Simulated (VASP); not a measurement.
TaN: single point with r2SCAN

Crystal: TaN.

```
Ta N
1.0
     0.00000    2.17900    2.17900
     2.17900    0.00000    2.17900
     2.17900    2.17900    0.00000
Ta N
1 1
Cartesian
  2.1790 2.1790 2.1790
  0.0000 0.0000 0.0000
```

| Item | Value |
| --- | --- |
| Program | VASP 6.6.1 |
| Task | single point |
| Functional | r2SCAN |
| Potentials or basis | VASP PAW PBE potentials, release 64 (Ta_sv_GW, N) |
| Cutoff | 770 eV |
| k mesh | 16 × 16 × 16 |
| Occupations | gaussian, width 0.1 eV |
| Spin | no spin polarisation |

```json
{
  "Pressure": "9.9 GPa",
  "Band gap on the k mesh": "zero (bands 9 and 10 overlap by 4.25 eV)"
}
```

Levels at points of the mesh, in eV from the Fermi level:
| k point | band 5 | band 6 | band 7 | band 8 | band 9 | band 10 | band 11 | band 12 | band 13 | band 14 |
| --- | --- | --- | --- | --- | --- | --- | --- | --- | --- | --- |
| (0.00, 0.00, 0.00) | -20.22 | -4.23 | -4.23 | -4.23 | -2.23 | -2.23 | -2.23 | 0.18 | 0.18 | 2.01 |
| (0.50, 0.00, 0.00) | -17.06 | -11.05 | -8.18 | -8.18 | 2.03 | 2.03 | 2.16 | 4.12 | 8.15 | 8.15 |
| (0.50, 0.50, 0.00) | -18.99 | -7.14 | -5.79 | -5.07 | -5.07 | 2.35 | 3.72 | 3.72 | 5.04 | 7.75 |

Run time: 3.8 min on 1 thread of Intel(R) Xeon(R) Platinum 8375C CPU @ 2.90GHz (Ice Lake) (shared host), peak memory 0.24 GiB.

Caveat: the cell stands under pressure; the PAW data sets were made with another functional, which shifts forces and pressure a little; spin-orbit coupling is left out, which moves the levels of the heavy elements.
